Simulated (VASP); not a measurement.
Wanted: the native input for a VASP 6.6.1 run.

```
Task                   : single point
Functional             : LDA
Potentials or basis    : VASP PAW LDA potentials, release 64 (Al, N)
Cutoff                 : 520 eV
k mesh                 : 15 × 15 × 15
Occupations            : fermi-dirac, width 0.1 eV
Spin                   : no spin polarisation
Dipole correction      : no
Further INCAR settings : ALGO = Normal; EDIFF = 1e-06; NBANDS = 11
```

The structure of AlN (rocksalt type) lies in POSCAR:

```
AlN
1.0
    0.0000000000      1.7974636150      1.7974636150
    1.7974636150      0.0000000000      1.7974636150
    1.7974636150      1.7974636150      0.0000000000
Al N
1 1
Direct
    0.0000000000      0.0000000000      0.0000000000
    0.5000000000      0.5000000000      0.5000000000
```

This cell differs from its parent crystal: volume scaled by 0.72.

One way to write it, as run:

INCAR

```
PREC     = Accurate       # precision mode
ENCUT    = 520            # plane-wave cutoff, eV
EDIFF    = 1E-6           # SCF threshold, eV
ISMEAR   = -1             # smearing method
SIGMA    = 0.1            # smearing width, eV
LREAL    = F              # projectors in reciprocal space
LASPH    = T              # aspherical terms in the spheres
NELM     = 80             # most SCF steps
ALGO     = Normal         # electronic algorithm
ISIF     = 2              # what is computed and relaxed
LWAVE    = F              # write WAVECAR
LCHARG   = F              # write CHGCAR
GGA      = CA             # functional
NBANDS   = 11             # bands
```

KPOINTS

```
regular mesh
0
Gamma
  15 15 15
```

Potentials or basis: VASP PAW LDA potentials, release 64 (Al, N).

Launch:

```console
$ cat potpaw_LDA.64/Al/POTCAR potpaw_LDA.64/N/POTCAR > POTCAR
$ mpirun -np 1 vasp_std > vasp.out
```

It gave:

The pressure is 175.6 GPa. The band gap on the k mesh is 4.29 eV, indirect (least direct gap 8.10 eV).

It took 19 s on 1 thread of AMD EPYC 7R43 64-Core Processor (Zen 3), on a shared host, peak memory 0.09 GiB.
